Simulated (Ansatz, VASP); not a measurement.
**Two plane-wave programs on CoO**

File INCAR:

```
PREC = Accurate ; ENCUT = 520
EDIFF = 1E-6 ; ISMEAR = 0
SIGMA = 0.02 ; LREAL = False
LASPH = True ; NELM = 150
ALGO = Normal ; ISIF = 2
LWAVE = False ; LCHARG = False
LMAXMIX = 4 ; LDAU = True
LDAUTYPE = 2 ; LDAUL = 2 -1
LDAUU = 3.32 0 ; LDAUJ = 0 0
LDAUPRINT = 1 ; GGA = PE
NBANDS = 14
```

Contents of KPOINTS:

```
Automatic mesh
0
Gamma
  12 12 12
```

POSCAR

```
CoO
1.0
   -1.4876192741      1.4876192741      2.0787701130
    1.4876192741     -1.4876192741      2.0787701130
    1.4876192741      1.4876192741     -2.0787701130
Co O
1 1
Direct
    0.0000000000      0.0000000000      0.0000000000
    0.5000000000      0.5000000000      0.0000000000
```

Input for Ansatz:

```yaml
crystal:
  lattice:
    - [-1.4876192741, 1.4876192741, 2.078770113]
    - [1.4876192741, -1.4876192741, 2.078770113]
    - [1.4876192741, 1.4876192741, -2.078770113]
  atoms:
    - { symbol: Co, position: [0.0, 0.0, 0.0] }
    - { symbol: O, position: [0.5, 0.5, 0.0] }
basis:
  ecutwfc: 420
kpoints:
  mp_grid: { grid: [12, 12, 12] }
hamiltonian:
  xc: pbe
  hubbard: { sites: [{ species: Co, l: d, u_eff: 3.32 }] }
scf:
  occupations: { method: gaussian, width: 0.02 }
output:
  forces: true
  stress: true
  eigenvalues: true
```

Alike in both runs: task single point; functional PBE; k mesh 12 × 12 × 12; occupations gaussian, width 0.02 eV; no spin polarisation; Hubbard terms Co d U = 3.32 eV.

|  | VASP | Ansatz |
| --- | --- | --- |
| version | VASP 6.6.1 | Ansatz 0.2.0 |
| potentials or method | VASP PAW PBE potentials, release 64 (Co, O), cutoff 520 eV | scalar-relativistic, plane waves, PAW |
| valence electrons in the cell | 15 | 23 |

|  | VASP | Ansatz | Ansatz less VASP |
| --- | --- | --- | --- |
| gap on the k mesh at the Fermi level (eV) | none | none | - |
| pressure (GPa) | -12.9 | -11.2 | +1.67 |
| traceless stress, the component that is largest in VASP (GPa) | 0.39 | -0.02 | -0.403 |

The programs project onto different local orbitals, so the same U acts differently, and such runs can settle in different states. A gap of «none» marks a metal or a gap that the smearing closes. VASP's potentials hold 15 valence electrons a cell and Ansatz's 23, so a difference there can come from the potentials and not from the codes. Ansatz's warnings: filled band counts differ across k points.
